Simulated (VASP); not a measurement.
A run of VASP 6.6.1:

Contents of INCAR:

```
PREC = Accurate
ENCUT = 520
EDIFF = 1E-7
ISMEAR = 0
SIGMA = 0.02
LREAL = False
LASPH = True
NELM = 60
ALGO = Normal
ISIF = 2
LWAVE = False
LCHARG = True
GGA = PE
LELF = True
LVHAR = True
NBANDS = 19
```

KPOINTS

```
Automatic mesh
0
Gamma
  8 8 6
```

The input POSCAR:

```
HgS2
1.0
    3.4421346893     -2.4949930142      0.0000478216
    3.4421346893      2.4949930142      0.0000478216
   -2.8821029175      0.0000000000      4.8169430093
Hg S
1 2
Direct
    0.0000000000      0.0000000000      0.0000000000
    0.8498901066      0.8498901066      0.3047028945
    0.1501098934      0.1501098934      0.6952971055
```

Potentials or basis: VASP PAW PBE potentials, release 64 (Hg, S).

Launch:

```console
$ cat potpaw_PBE.64/Hg/POTCAR potpaw_PBE.64/S/POTCAR > POTCAR
$ mpirun -np 1 vasp_std > vasp.out
```

Hardware: 1 thread of AMD EPYC 7R13 Processor (Zen 3), on a shared host.

Question: Estimate the wall time of this run.

Answer: Run time: 2.3 min on 1 thread of AMD EPYC 7R13 Processor (Zen 3), on a shared host, peak memory 0.28 GiB. Counts: scf iterations 15, k points 114.
